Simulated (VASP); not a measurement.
# Ba (P6_3/mmc) in VASP: single point with PBE

Aim: the single point of Ba with PBE.

Everything below comes from runs of VASP 6.6.1. Logs are shortened: lines on timing, memory, paths and dates and some standing lists are left out, and cuts for length are marked.

## Step 1: The cell of the first run

It takes space group P6_3/mmc (No. 194, hexagonal). Conventional cell: a = 4.310 Å, b = 4.310 Å, c = 6.908 Å, α = 90.00°, β = 90.00°, γ = 120.00°. Within 5.6 Å of Ba (site symmetry -6m2) lie 12 Ba at 4.26 to 4.31 Å.

This isn't the form of Ba at room conditions, which is bcc.

## Step 2: Single point, PBE

File INCAR:

```
SYSTEM = Ba
  PREC = Accurate
  ENCUT = 520
  EDIFF = 1E-7
  ISMEAR = 0
  SIGMA = 0.1
  LREAL = .FALSE.
  LASPH = .TRUE.
  NELM = 60
  ALGO = Normal
  ISIF = 2
  LWAVE = .FALSE.
  LCHARG = .TRUE.
  GGA = PE
  LELF = .TRUE.
  LVHAR = .TRUE.
  NBANDS = 17
```

File KPOINTS:

```
regular mesh
0
G
  6 6 4
  0 0 0
```

File POSCAR:

```
Ba
1.0
    4.3103044524      0.0000000000      0.0000000000
   -2.1551522262      3.7328331538      0.0000000000
    0.0000000000      0.0000000000      6.9076876258
Ba
2
Direct
    0.3333333333      0.6666666667      0.2500000000
    0.6666666667      0.3333333333      0.7500000000
```

Potentials or basis: VASP PAW PBE potentials, release 64 (Ba_sv).

Run with:

```
$ cat potpaw_PBE.64/Ba_sv/POTCAR > POTCAR
$ mpirun -np 1 vasp_std > vasp.out
```

OUTCAR:

```text
SYSTEM = Ba
   PREC = Accurate
   ENCUT = 520
   EDIFF = 1E-7
   ISMEAR = 0
   LREAL = .FALSE.
   LASPH = .TRUE.
   NELM = 60
   ISIF = 2
   GGA = PE

 ion  position               nearest neighbor table
   1  0.333  0.667  0.250-   2 4.26   2 4.26   2 4.26   2 4.26   2 4.26   2 4.26
   2  0.667  0.333  0.750-   1 4.26   1 4.26   1 4.26   1 4.26   1 4.26   1 4.26

  LATTYP: Found a hexagonal cell.
 ALAT       =     4.3103044524
 C/A-ratio  =     1.6025985408

  Lattice vectors:

 A1 = (   4.3103044524,   0.0000000000,   0.0000000000)
 A2 = (  -2.1551522262,   3.7328331538,   0.0000000000)
 A3 = (   0.0000000000,   0.0000000000,   6.9076876258)

Analysis of symmetry for initial positions (statically):
=====================================================================
 Subroutine PRICEL returns:
 Original cell was already a primitive cell.

 Routine SETGRP: Setting up the symmetry group for a
 hexagonal supercell.

 Subroutine GETGRP returns: Found 24 space group operations
 (whereof 12 operations were pure point group operations)
 out of a pool of 24 trial point group operations.

The static configuration has the point symmetry D_3d.
 The point group associated with its full space group is D_6h.

Analysis of symmetry for dynamics (positions and initial velocities):
=====================================================================
 Subroutine PRICEL returns:
 Original cell was already a primitive cell.

 Routine SETGRP: Setting up the symmetry group for a
 hexagonal supercell.

 Subroutine GETGRP returns: Found 24 space group operations
 (whereof 12 operations were pure point group operations)
 out of a pool of 24 trial point group operations.

The dynamic configuration has the point symmetry D_3d.
 The point group associated with its full space group is D_6h.

 Subroutine INISYM returns: Found 24 space group operations
 (whereof 12 operations are pure point group operations),
 and found     1 'primitive' translations

----------------------------------------------------------------------------------------

                                     Primitive cell

  volume of cell :     111.1423

  direct lattice vectors                    reciprocal lattice vectors
     4.310304452  0.000000000  0.000000000     0.232002173  0.133946517  0.000000000
    -2.155152226  3.732833154  0.000000000     0.000000000  0.267893034  0.000000000
     0.000000000  0.000000000  6.907687626     0.000000000  0.000000000  0.144766245

  length of vectors
[... 77 lines left out ...]
   NELM   =     60;   NELMIN=  2; NELMDL= -5     # of ELM steps
   EDIFF  = 0.1E-06   stopping-criterion for ELM
   LREAL  =      F    real-space projection
   EDIFFG = 0.1E-05   stopping-criterion for IOM
   NSW    =      0    number of steps for IOM
   IBRION =     -1    ionic relax: 0-MD 1-quasi-New 2-CG
   NFREE  =      0    steps in history (QN), initial steepest desc. (CG)
   ISIF   =      2    stress and relaxation
   ISYM   =      2    0-nonsym 1-usesym 2-fastsym
   POTIM  = 0.5000    time-step for ionic-motion
   TEBEG  =    0.0;   TEEND  =   0.0 temperature during run
   PSTRESS=    0.0 pullay stress
   NELECT =      20.0000    total number of electrons
   NUPDOWN=      -1.0000    fix difference up-down
   EMIN   =  10.00;   EMAX   =-10.00  energy-range for DOS
   EFERMI =   0.00;   METHOD = LEGACY
   ISMEAR =     0;   SIGMA  =   0.10  broadening in eV -4-tet -1-fermi 0-gaus
   EFERMI_NEDOS =   21; number of points for ismear=-14 and -15
   IALGO  =     38    algorithm
   IMIX   =      4    mixing-type and parameters
     AMIX     =   0.40;   BMIX     =  1.00
     AMIX_MAG =   1.60;   BMIX_MAG =  1.00
  volume/ion in A,a.u.               =      55.57       375.01
  Fermi-wavevector in a.u.,A,eV,Ry     =   0.924255  1.746588 11.622737  0.854247
  Thomas-Fermi vector in A             =   2.049981
   LORBIT       =      0    0 simple, 1 ext, 2 COOP (PROOUT), +10 PAW based schemes
   GGA     = PE    functional components
   LHFCALC =     F    Hartree Fock is set to
   AEXX    =    0.0000 exact exchange contribution
   IVDW    =     0    specifies the selected vdW correction
   LEPSILON=     F    determine dielectric tensor
   LRPA    =     F    only Hartree local field effects (RPA)
 non-spin polarized calculation
 Gauss-broadening in eV      SIGMA  =   0.10
  energy-cutoff  :      520.00
  volume of cell :      111.14
 maximum number of plane-waves:      3018
   NGX = 17   NGY = 17   NGZ = 25

 number of electron      19.9999999 magnetization

 Free energy of the ion-electron system (eV)
  ---------------------------------------------------
  ext. energy  EPLUGINS =         0.00000000
  ---------------------------------------------------
  free energy    TOTEN  =        -3.71780691 eV

  energy without entropy =       -3.70690006  energy(sigma->0) =       -3.71235349

 E-fermi :   2.1154     XC(G=0):  -7.8194

 val. band max:        2.0474453199   @ k =   0.3333   0.3333   0.2500
 cond. band min:       2.1543711279   @ k =   0.1667   0.1667   0.0000
 fundamental gap:      0.1069258081
 Fermi energy:         2.1153871153

 k-point     1 :       0.0000    0.0000    0.0000
  band No.  band energies     occupation
      1     -26.5890      2.00000
      2     -26.5139      2.00000
      3     -12.1603      2.00000
      4     -11.5544      2.00000
      5     -11.5544      2.00000
      6     -11.4567      2.00000
[... 397 lines left out ...]
      4     -12.0091      2.00000
      5     -11.8505      2.00000
      6     -11.8505      2.00000
[... 9 lines left out ...]
     16       4.7531      0.00000
     17       6.4221      0.00000

------------------------ aborting loop because EDIFF is reached ----------------------------------------

  FORCE on cell =-STRESS in cart. coord.  units (eV):
  Direction    XX          YY          ZZ          XY          YZ          ZX
  --------------------------------------------------------------------------------------
  -------------------------------------------------------------------------------------
  Total        0.8387150      0.8387150      1.2360399      0.0000000      0.0000000      0.0000000
  in kB       12.0905420     12.0905420     17.8182017      0.0000000      0.0000000      0.0000000
  external PRESSURE =      13.9997619 kB  Pullay stress =       0.0000000 kB

 VOLUME and BASIS-vectors are now :
 -----------------------------------------------------------------------------
  energy-cutoff  :      520.00
  volume of cell :      111.14
      direct lattice vectors                 reciprocal lattice vectors
     4.310304452  0.000000000  0.000000000     0.232002173  0.133946517  0.000000000
    -2.155152226  3.732833154  0.000000000     0.000000000  0.267893034  0.000000000
     0.000000000  0.000000000  6.907687626     0.000000000  0.000000000  0.144766245

 POSITION                                       TOTAL-FORCE (eV/Angst)
 -----------------------------------------------------------------------------------
     -0.00000      2.48856      1.72692         0.000000     -0.000000      0.000000
      2.15515      1.24428      5.18077        -0.000000      0.000000      0.000000
 -----------------------------------------------------------------------------------
    total drift:                               -0.000000      0.000000     -0.000000

  FREE ENERGIE OF THE ION-ELECTRON SYSTEM (eV)
  ---------------------------------------------------
  free  energy   TOTEN  =        -3.7178069131 eV

  energy  without entropy=       -3.7069000590  energy(sigma->0) =       -3.71235349
```

stdout:

```text
POSCAR found type information on POSCAR Ba
 POSCAR found :  1 types and       2 ions
 scaLAPACK will be used
 LDA part: xc-table for (Slater+PW92), standard interpolation
 POSCAR, INCAR and KPOINTS ok, starting setup
 FFT: planning ... GRIDC
 FFT: planning ... GRID_SOFT
 FFT: planning ... GRID
 WAVECAR not read
 entering main loop
```

Wall time 16 s (1 thread of Intel Xeon 6975P-C (Granite Rapids), shared host); peak memory 0.22 GiB.

Results:

```yaml
Free_energy: -3.7178 eV
Pressure: 1.4 GPa
Band_gap_on_the_k_mesh: zero (bands 10 and 11 overlap by 0.46 eV)
```

Stress tensor (GPa, compression positive):
```
1.21 0.00 0.00
0.00 1.21 0.00
0.00 0.00 1.78
```

Caveat: spin-orbit coupling is left out, which moves the levels of the heavy elements.

The gap in the log of VASP goes by the Fermi energy; the results here count the filled bands.